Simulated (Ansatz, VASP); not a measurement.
One calculation of Cd3TeSe2, two programs

```
CELL_PARAMETERS angstrom
7.30506 0.00000 0.00000
-3.65253 6.32637 0.00000
0.00000 0.00000 3.67393
ATOMIC_POSITIONS crystal
Cd 0.50000 0.00000 0.50000
Cd 0.50000 0.50000 0.50000
Cd 0.00000 0.50000 0.50000
Te 0.00000 0.00000 0.00000
Se 0.33333 0.66667 0.00000
Se 0.66667 0.33333 0.00000
```

Change from the starting cell: species swapped into the SmAl3Pd2 type (P6/mmm, No. 191).

Alike in both runs: task relaxation of cell and atoms; functional PBE; k mesh 6 × 6 × 10; occupations gaussian, width 0.1 eV; no spin polarisation.

```csv
,VASP,Ansatz
version,VASP 6.6.1,Ansatz 0.2.0
potentials or method,"VASP PAW PBE potentials, release 64 (Cd, Te, Se), cutoff 600 eV","scalar-relativistic, plane waves, PAW"
valence electrons in the cell,54,108
```

|  | VASP | Ansatz | Ansatz less VASP |
| --- | --- | --- | --- |
| gap on the k mesh at the Fermi level, each at its own relaxed structure (eV) | none | none | - |
| relaxed volume (Å³/atom) | 28.35 | 28.20 | -0.142 |
| relaxed cell length with the largest relative difference (Å) | 7.285 | 7.271 | -0.0139 |

A gap of «none» marks a metal or a gap that the smearing closes. VASP's potentials hold 54 valence electrons a cell and Ansatz's 108, so a difference there can come from the potentials and not from the codes.

Neither program's run includes spin-orbit coupling.
